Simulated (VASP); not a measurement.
Write the native input for VASP 6.6.1 that does the following.

| Item | Value |
| --- | --- |
| Task | single point |
| Functional | r2SCAN |
| Potentials or basis | VASP PAW PBE potentials, release 64 (Al) |
| Cutoff | 520 eV |
| k mesh | 9 × 9 × 5 |
| Occupations | methfessel-paxton, width 0.1 eV |
| Spin | no spin polarisation |
| Dipole correction | no |
| Further INCAR settings | ALGO = Normal; EDIFF = 1e-07; NBANDS = 10 |

Al:

```
CELL_PARAMETERS angstrom
2.74754 0.00000 0.00000
-1.37377 2.37944 0.00000
0.00000 0.00000 4.68038
ATOMIC_POSITIONS crystal
Al 0.33333 0.66667 0.25000
Al 0.66667 0.33333 0.75000
```

The input as run:

POSCAR

```
Al
1.0
    2.7475398383      0.0000000000      0.0000000000
   -1.3737699192      2.3794392979      0.0000000000
    0.0000000000      0.0000000000      4.6803774988
Al
2
Direct
    0.3333333333      0.6666666667      0.2500000000
    0.6666666667      0.3333333333      0.7500000000
```

INCAR.step1

```
  ALGO = Normal
  EDIFF = 1E-4
  ENCUT = 520
  GGA = PE
  ISMEAR = 1
  LASPH = T
  LCHARG = F
  LREAL = F
  LWAVE = T
  NBANDS = 10
  NELM = 60
  PREC = Accurate
  SIGMA = 0.1
```

INCAR.step2

```
  ALGO = Normal
  EDIFF = 1E-7
  ENCUT = 520
  ISIF = 2
  ISMEAR = 1
  ISTART = 1
  LASPH = T
  LCHARG = F
  LMIXTAU = T
  LREAL = F
  LWAVE = F
  METAGGA = R2SCAN
  NBANDS = 10
  NELM = 60
  PREC = Accurate
  SIGMA = 0.1
```

KPOINTS

```
k-points
0
Gamma
  9 9 5
```

Potentials or basis: VASP PAW PBE potentials, release 64 (Al).

Run with:

```bash
$ cat potpaw_PBE.64/Al/POTCAR > POTCAR
$ cp INCAR.step1 INCAR
$ mpirun -np 1 vasp_std > vasp.out
$ cp INCAR.step2 INCAR
$ mpirun -np 1 vasp_std > vasp.out
```

It gave:

```yaml
Pressure: 4.6 GPa
Band_gap_on_the_k_mesh: zero (band 3 reaches 11.20 eV, above the bottom of band 4 at 6.16 eV)
```

Caveat: the PAW data sets were made with another functional, which shifts forces and pressure a little.

Run time: 18 s on 1 thread of Intel(R) Xeon(R) 6975P-C (Granite Rapids) (shared host), peak memory 0.13 GiB.
